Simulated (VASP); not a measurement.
A run of VASP 6.6.1 is set up as follows.

The input INCAR:

```
PREC = Accurate ; ENCUT = 520
EDIFF = 1E-7 ; ISMEAR = -1
SIGMA = 0.05 ; LREAL = F
LASPH = T ; NELM = 150
ALGO = Normal ; ISIF = 2
LWAVE = F ; LCHARG = F
ISPIN = 2 ; MAGMOM = 0 0 4 4
LORBIT = 11 ; LMAXMIX = 4
GGA = PE ; IVDW = 12
NBANDS = 30
```

Contents of KPOINTS:

```
Automatic mesh
0
Gamma
  7 7 5
```

POSCAR

```
MnSb
1.0
    4.0131191445      0.0000000000      0.0000000000
   -2.0065595722      3.4754631275      0.0000000000
    0.0000000000      0.0000000000      5.4847678695
Sb Mn
2 2
Direct
    0.6666666667      0.3333333333      0.7500000000
    0.3333333333      0.6666666667      0.2500000000
    0.0000000000      0.0000000000      0.5000000000
    0.0000000000      0.0000000000      0.0000000000
```

Potentials or basis: VASP PAW PBE potentials, release 64 (Sb, Mn_pv).

The run is started by

```sh
$ cat potpaw_PBE.64/Sb/POTCAR potpaw_PBE.64/Mn_pv/POTCAR > POTCAR
$ mpirun -np 1 vasp_std > vasp.out
```

Estimate the site moments.

Sb -0.12; Mn +2.99 μB.

What does it give for the dispersion energy per atom?

-0.438 eV.

Predict the pressure.

-0.1 GPa.

Caveat: the run started ferromagnetic, and an antiferromagnetic order may lie lower in energy.
